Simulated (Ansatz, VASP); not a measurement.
## One calculation of Ag, two programs

INCAR

```
SYSTEM = Ag
PREC = Accurate
ENCUT = 520
EDIFF = 1E-6
ISMEAR = 0
SIGMA = 0.15
LREAL = .False.
LASPH = .True.
NELM = 80
ALGO = Fast
ISIF = 2
LWAVE = .False.
LCHARG = .True.
GGA = PS
LELF = .True.
LVHAR = .True.
NBANDS = 12
```

Contents of KPOINTS:

```
regular mesh
0
Gamma
  20 20 20
  0 0 0
```

POSCAR

```
Ag
1.0
    0.0000000000      2.0737465000      2.0737465000
    2.0737465000      0.0000000000      2.0737465000
    2.0737465000      2.0737465000      0.0000000000
Ag
1
Direct
    0.0000000000      0.0000000000      0.0000000000
```

Input for Ansatz:

```yaml
crystal:
  lattice:
    - [0.0, 2.0737465, 2.0737465]
    - [2.0737465, 0.0, 2.0737465]
    - [2.0737465, 2.0737465, 0.0]
  atoms:
    - { symbol: Ag, position: [0.0, 0.0, 0.0] }
basis:
  ecutwfc: 420
kpoints:
  mp_grid: { grid: [20, 20, 20] }
hamiltonian:
  xc: pbesol
scf:
  occupations: { method: gaussian, width: 0.15 }
output:
  forces: true
  stress: true
  eigenvalues: true
```

Change from the starting cell: strain +0.015 along x and y, +0.015 along z, atoms carried along.

Alike in both runs: task single point; functional PBEsol; k mesh 20 × 20 × 20; occupations gaussian, width 0.15 eV; no spin polarisation.

```csv
,VASP,Ansatz
version,VASP 6.6.1,Ansatz 0.2.0
potentials or method,"VASP PAW PBE potentials, release 64 (Ag), cutoff 520 eV","scalar-relativistic, plane waves, PAW"
valence electrons in the cell,11,19
```

Ansatz gave:

| Item | Value |
| --- | --- |
| gap on the k mesh at the Fermi level (eV) | none |
| pressure (GPa) | -6.7 |

Problem. Estimate VASP's values.

Solution. gap on the k mesh at the Fermi level (eV): none; pressure (GPa): -6.8.

VASP's potentials were made for PBE, not for PBEsol. A gap of «none» marks a metal or a gap that the smearing closes. VASP's potentials hold 11 valence electrons a cell and Ansatz's 19, so a difference there can come from the potentials and not from the codes.
